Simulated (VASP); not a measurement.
# SrO (P6_3mc) in VASP: further runs, part 2 of 2

VASP 6.6.1. Earlier steps stand in the parts before.

**3. Single point, PBEsol, non-collinear spin, zero start, spin-orbit coupling**

Input file INCAR:

```
SYSTEM = SrO
PREC = Accurate
ENCUT = 520
EDIFF = 1E-6
ISMEAR = 0
SIGMA = 0.01
LREAL = .FALSE.
LASPH = .TRUE.
NELM = 150
ALGO = Normal
ISIF = 2
LWAVE = .FALSE.
LCHARG = .FALSE.
MAGMOM = 0 0 0 0 0 0 0 0 0 0 0 0
LORBIT = 11
LSORBIT = .TRUE.
GGA_COMPAT = .FALSE.
LORBMOM = .TRUE.
GGA = PS
NBANDS = 46
```

Input file KPOINTS:

```
regular mesh
0
G
  5 5 4
  0 0 0
```

Input file POSCAR:

```
SrO
1.0
    4.2754660000      0.0000000000      0.0000000000
   -2.1377330000      3.7026620000      0.0000000000
    0.0000000000      0.0000000000      5.1555950000
Sr O
2 2
Direct
    0.3333333333      0.6666666667      0.9381280000
    0.6666666667      0.3333333333      0.4381280000
    0.3333333333      0.6666666667      0.4368720000
    0.6666666667      0.3333333333      0.9368720000
```

Potentials or basis: VASP PAW PBE potentials, release 64 (Sr_sv, O).

Started as:

```
cat potpaw_PBE.64/Sr_sv/POTCAR potpaw_PBE.64/O/POTCAR > POTCAR
mpirun -np 1 vasp_ncl > vasp.out
```

OUTCAR:

```text
SYSTEM = SrO
   PREC = Accurate
   ENCUT = 520
   EDIFF = 1E-6
   ISMEAR = 0
   LREAL = .FALSE.
   LASPH = .TRUE.
   NELM = 150
   ISIF = 2
   LORBIT = 11
   LSORBIT = .TRUE.
   GGA = PS

 ion  position               nearest neighbor table
   1  0.333  0.667  0.938-   4 2.47   4 2.47   4 2.47   3 2.57   3 2.58   2 3.57   2 3.57   2 3.57
                             2 3.57   2 3.57   2 3.57
   2  0.667  0.333  0.438-   3 2.47   3 2.47   3 2.47   4 2.57   4 2.58   1 3.57   1 3.57   1 3.57
                             1 3.57   1 3.57   1 3.57
   3  0.333  0.667  0.437-   2 2.47   2 2.47   2 2.47   1 2.57   1 2.58
   4  0.667  0.333  0.937-   1 2.47   1 2.47   1 2.47   2 2.57   2 2.58

  LATTYP: Found a hexagonal cell.
 ALAT       =     4.2754660000
 C/A-ratio  =     1.2058556892

  Lattice vectors:

 A1 = (   4.2754660000,   0.0000000000,   0.0000000000)
 A2 = (  -2.1377330000,   3.7026620000,   0.0000000000)
 A3 = (   0.0000000000,   0.0000000000,   5.1555950000)

Analysis of symmetry for initial positions (statically):
=====================================================================
 Subroutine PRICEL returns:
 Original cell was already a primitive cell.
[... 1219 lines left out ...]
     0.0000000     0.0000000     0.0000000     0.0000000     0.0000000     0.0000000     0.0000000
     0.0000000     0.0000000     0.0000000     0.0000000     0.0000000     0.0000000     0.0000000
     0.0000000     0.0000000     0.0000000     0.0000000     0.0000000     0.0000000     0.0000000
[... 49 lines left out ...]
 l=   2
     0.0000000     0.0000000     0.0000000     0.0000000     0.0000000
     0.0000000     0.0000000     0.0000000     0.0000000     0.0000000
     0.0000000     0.0000000     0.0000000     0.0000000     0.0000000
     0.0000000     0.0000000     0.0000000     0.0000000     0.0000000
     0.0000000     0.0000000     0.0000000     0.0000000     0.0000000
 l=   3
     0.0000000     0.0000000     0.0000000     0.0000000     0.0000000     0.0000000     0.0000000
     0.0000000     0.0000000     0.0000000     0.0000000     0.0000000     0.0000000     0.0000000
     0.0000000     0.0000000     0.0000000     0.0000000     0.0000000     0.0000000     0.0000000
     0.0000000     0.0000000     0.0000000     0.0000000     0.0000000     0.0000000     0.0000000
     0.0000000     0.0000000     0.0000000     0.0000000     0.0000000     0.0000000     0.0000000
     0.0000000     0.0000000     0.0000000     0.0000000     0.0000000     0.0000000     0.0000000
     0.0000000     0.0000000     0.0000000     0.0000000     0.0000000     0.0000000     0.0000000

 total charge

# of ion       s       p       d       tot
------------------------------------------
    1        2.015   5.795   0.271   8.081
    2        2.015   5.795   0.271   8.081
    3        1.550   3.398   0.000   4.948
    4        1.550   3.398   0.000   4.948
--------------------------------------------------
tot          7.131  18.385   0.541  26.058

 magnetization (x)

# of ion       s       p       d       tot
------------------------------------------
    1       -0.000  -0.000   0.000   0.000
    2        0.000  -0.000   0.000  -0.000
    3       -0.000   0.000   0.000   0.000
    4        0.000   0.000   0.000   0.000
--------------------------------------------------
tot         -0.000  -0.000   0.000  -0.000

 magnetization (y)

# of ion       s       p       d       tot
------------------------------------------
    1       -0.000  -0.000   0.000  -0.000
    2        0.000   0.000   0.000   0.000
    3       -0.000   0.000   0.000  -0.000
    4        0.000   0.000   0.000   0.000
--------------------------------------------------
tot         -0.000  -0.000   0.000  -0.000

 magnetization (z)

# of ion       s       p       d       tot
------------------------------------------
    1       -0.000   0.000   0.000   0.000
    2       -0.000   0.000   0.000   0.000
    3        0.000   0.000   0.000   0.000
    4       -0.000   0.000   0.000  -0.000
--------------------------------------------------
tot         -0.000   0.000   0.000   0.000
```

OSZICAR:

```text
N       E                     dE             d eps       ncg     rms          rms(c)
DAV:   1     0.214030070738E+03    0.21403E+03   -0.16139E+04  1848   0.131E+03
DAV:   2    -0.121581205056E+02   -0.22619E+03   -0.21398E+03  2276   0.315E+02
DAV:   3    -0.296625186157E+02   -0.17504E+02   -0.17403E+02  2626   0.789E+01
DAV:   4    -0.304008110551E+02   -0.73829E+00   -0.73667E+00  2808   0.141E+01
DAV:   5    -0.304307477035E+02   -0.29937E-01   -0.29933E-01  2588   0.196E+00    0.330E+01
DAV:   6    -0.254923985079E+02    0.49383E+01   -0.24502E+01  2282   0.263E+01    0.352E+01
DAV:   7    -0.252907871029E+02    0.20161E+00   -0.21228E+00  2264   0.872E+00    0.208E+01
DAV:   8    -0.251573556727E+02    0.13343E+00   -0.64315E-01  2210   0.547E+00    0.353E+00
DAV:   9    -0.251439776868E+02    0.13378E-01   -0.39997E-02  2456   0.137E+00    0.159E+00
DAV:  10    -0.251472198063E+02   -0.32421E-02   -0.14001E-02  2562   0.641E-01    0.400E-01
DAV:  11    -0.251505083876E+02   -0.32886E-02   -0.22933E-03  2184   0.301E-01    0.276E-01
DAV:  12    -0.251510415995E+02   -0.53321E-03   -0.69228E-04  2200   0.145E-01    0.108E-01
DAV:  13    -0.251511122795E+02   -0.70680E-04   -0.72471E-05  2440   0.455E-02    0.629E-02
DAV:  14    -0.251511513532E+02   -0.39074E-04   -0.48597E-05  2096   0.429E-02    0.163E-02
DAV:  15    -0.251511536366E+02   -0.22834E-05   -0.68585E-06  2576   0.149E-02    0.296E-03
DAV:  16    -0.251511536079E+02    0.28735E-07   -0.20267E-07  1584   0.294E-03
   1 F= -.25151154E+02 E0= -.25151154E+02  d E =-.998349E-67  mag=     0.0000    -0.0000     0.0000
```

stdout:

```text
POSCAR found type information on POSCAR SrO
 POSCAR found :  2 types and       4 ions
 scaLAPACK will be used
 -----------------------------------------------------------------------------
|                                                                             |
|                                                                             |
|     You enforced a specific xc type in the INCAR file but a different       |
|     I HOPE YOU KNOW WHAT YOU ARE DOING!                                     |
|                                                                             |
 -----------------------------------------------------------------------------

 LDA part: xc-table for (Slater+PW92), standard interpolation
 POSCAR, INCAR and KPOINTS ok, starting setup
 FFT: planning ... GRIDC
 FFT: planning ... GRID_SOFT
 FFT: planning ... GRID
 WAVECAR not read
 entering main loop
```

Run time: 2 min. Hardware: 1 thread of Intel Xeon Platinum 8559C (Emerald Rapids), shared host; peak memory 0.4 GiB.

Results:

| Item | Value |
| --- | --- |
| Free energy | -25.1512 eV |
| Pressure | -1.5 GPa |
| Largest force | 0.012 eV/Å |
| Net moment | 0.00 μB per cell |
| Valence electrons inside the program's atomic spheres | Sr 8.08; O 4.95 |

Forces in eV/Å, atoms in the order of the input:
```
Sr   0.000  0.000 -0.012
Sr   0.000  0.000 -0.012
O    0.000  0.000  0.012
O    0.000  0.000  0.012
```

Stress tensor (GPa, compression positive):
```
-1.44  0.00  0.00
 0.00 -1.44  0.00
 0.00  0.00 -1.59
```

Moments on the atoms (μB; x, y, z):
```
Sr  0.00 0.00 0.00
Sr  0.00 0.00 0.00
O   0.00 0.00 0.00
O   0.00 0.00 0.00
```

Caveat: the PAW data sets were made with another functional, which shifts forces and pressure a little.
